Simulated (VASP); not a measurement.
Here is a VASP 6.6.1 calculation.

The input INCAR:

```
PREC = Accurate ; ENCUT = 600
EDIFF = 1E-7 ; ISMEAR = -1
SIGMA = 0.03 ; LREAL = False
LASPH = True ; NELM = 60
ALGO = Normal ; ISIF = 3
LWAVE = False ; LCHARG = False
GGA = PS ; IBRION = 2
NSW = 100 ; EDIFFG = -0.01
```

File KPOINTS:

```
regular mesh
0
Gamma
  6 6 4
```

The input POSCAR:

```
SrO
1.0
    1.8406836700     -3.1472765800      0.0000000000
    1.8406836700      3.1472765800      0.0000000000
    0.0000000000      0.0000000000      5.9550427900
Sr O
2 2
Direct
    0.8484730000      0.1515270000      0.9998270000
    0.1515270000      0.8484730000      0.4998270000
    0.1821900000      0.8178100000      0.8751730000
    0.8178100000      0.1821900000      0.3751730000
```

Potentials or basis: VASP PAW PBE potentials, release 64 (Sr_sv, O).

Run with:

```sh
$ cat potpaw_PBE.64/Sr_sv/POTCAR potpaw_PBE.64/O/POTCAR > POTCAR
$ mpirun -np 1 vasp_std > vasp.out
```

**Question.** Estimate the space group after relaxing (to 0.05 Å).

**Answer.** P6_3/mmc (No. 194).

**Question.** What does it give for the relaxed cell?

**Answer.** a = 4.234 Å, b = 4.234 Å, c = 5.125 Å, α = 90.00°, β = 90.00°, γ = 119.76°.

**Question.** What does it give for the band gap on the k mesh?

**Answer.** 2.58 eV, direct.

**Question.** What does it give for the relaxed volume?

**Answer.** 19.94 Å³/atom.

Forces on the atoms (eV/Å):
```
Sr   0.000  0.001  0.008
Sr   0.000 -0.001  0.008
O    0.000  0.002 -0.008
O    0.000 -0.002 -0.008
```

Caveat: the volume moved by over 15 % at a fixed basis, so the end points are rough; the PAW data sets were made with another functional, which shifts forces and pressure a little. As with any semilocal functional, this PBEsol gap is likely too small.
